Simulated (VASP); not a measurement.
VPt3:

```
CELL_PARAMETERS angstrom
3.87900 0.00000 0.00000
0.00000 3.87900 0.00000
0.00000 0.00000 3.87900
ATOMIC_POSITIONS crystal
V 0.00000 0.00000 0.00000
Pt 0.00000 0.50000 0.50000
Pt 0.50000 0.00000 0.50000
Pt 0.50000 0.50000 0.00000
```

Base run:

- Program: VASP 6.6.1
- Functional: LDA
- Potentials or basis: VASP PAW LDA potentials, release 64 (V_sv, Pt)
- Cutoff: 520 eV
- k mesh: 7 × 7 × 7
- Occupations: fermi-dirac, width 0.1 eV
- Spin: collinear spin, ferromagnetic start
- Starting moments: [0.65, 0.0, 0.0, 0.0] μB
- Fixed moment: 0.65 μB

Its results: pressure -7.3 GPa; site moments V +0.77; Pt -0.06 μB.

The run is repeated on the same cell with these changes: fixed moment from 0.65 μB to 2.6 μB; moments at the start from [0.65, 0.0, 0.0, 0.0] to [2.6, 0.0, 0.0, 0.0]. What comes out?

Pressure -5.4 GPa; site moments V +1.63; Pt +0.27 μB.

Caveats: the cell stands under tension; the total moment is fixed, so each spin has its own Fermi level and the state may be an excited one.
